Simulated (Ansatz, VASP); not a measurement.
**One calculation of VSi, two programs**

File INCAR:

```
PREC     = Accurate       # precision mode
ENCUT    = 500            # plane-wave cutoff, eV
EDIFF    = 1E-6           # SCF threshold, eV
ISMEAR   = -1             # smearing method
SIGMA    = 0.05           # smearing width, eV
LREAL    = False          # projectors in reciprocal space
LASPH    = True           # aspherical terms in the spheres
NELM     = 200            # most SCF steps
ALGO     = Normal         # electronic algorithm
ISIF     = 2              # what is computed and relaxed
LWAVE    = False          # write WAVECAR
LCHARG   = False          # write CHGCAR
ISPIN    = 2              # spin polarisation
MAGMOM   = 1.5 0          # initial moments
LORBIT   = 11             # projections on sites
LMAXMIX  = 4              # l up to which the mixer works
GGA      = PE             # functional
NBANDS   = 20             # bands
GGA_COMPAT= False
```

Contents of KPOINTS:

```
Automatic mesh
0
Gamma
  11 11 11
```

File POSCAR:

```
VSi
1.0
    0.0000000000      2.7919407143      2.7919407143
    2.7919407143      0.0000000000      2.7919407143
    2.7919407143      2.7919407143      0.0000000000
V Si
1 1
Direct
    0.0000000000      0.0000000000      0.0000000000
    0.2500000000      0.2500000000      0.2500000000
```

Input for Ansatz:

```yaml
crystal:
  lattice:
    - [0.0, 2.7919407143, 2.7919407143]
    - [2.7919407143, 0.0, 2.7919407143]
    - [2.7919407143, 2.7919407143, 0.0]
  atoms:
    - { symbol: V, position: [0.0, 0.0, 0.0], spin: 1.5 }
    - { symbol: Si, position: [0.25, 0.25, 0.25] }
magnetization:
  spin_polarized: true
kpoints:
  mp_grid: { grid: [11, 11, 11] }
scf:
  occupations: { method: fermi_dirac, width: 0.05 }
hamiltonian:
  xc: pbe
  pseudopotentials: { kind: all_electron, lapw: { basis_error: 0.001 } }
output:
  forces: true
  stress: true
  eigenvalues: true
```

Change from the starting cell: volume scaled by 1.03.

Alike in both runs: task single point; functional PBE; k mesh 11 × 11 × 11; occupations fermi-dirac, width 0.05 eV; collinear spin.

|  | VASP | Ansatz |
| --- | --- | --- |
| version | VASP 6.6.1 | Ansatz 0.2.0 |
| potentials or method | VASP PAW PBE potentials, release 64 (V_sv, Si), cutoff 500 eV | all-electron LAPW, scalar-relativistic |

```csv
,VASP,Ansatz,Ansatz less VASP
pressure (GPa),-1.8,-1.8,-0.01
net moment per atom (μB),0.35,0.35,0.000
size of the moment on the site where the two differ most (μB),0.06,0.05,-0.008
```

Site moments also hang on the region over which each program counts them. Ansatz ran all-electron here, and VASP with PAW potentials.
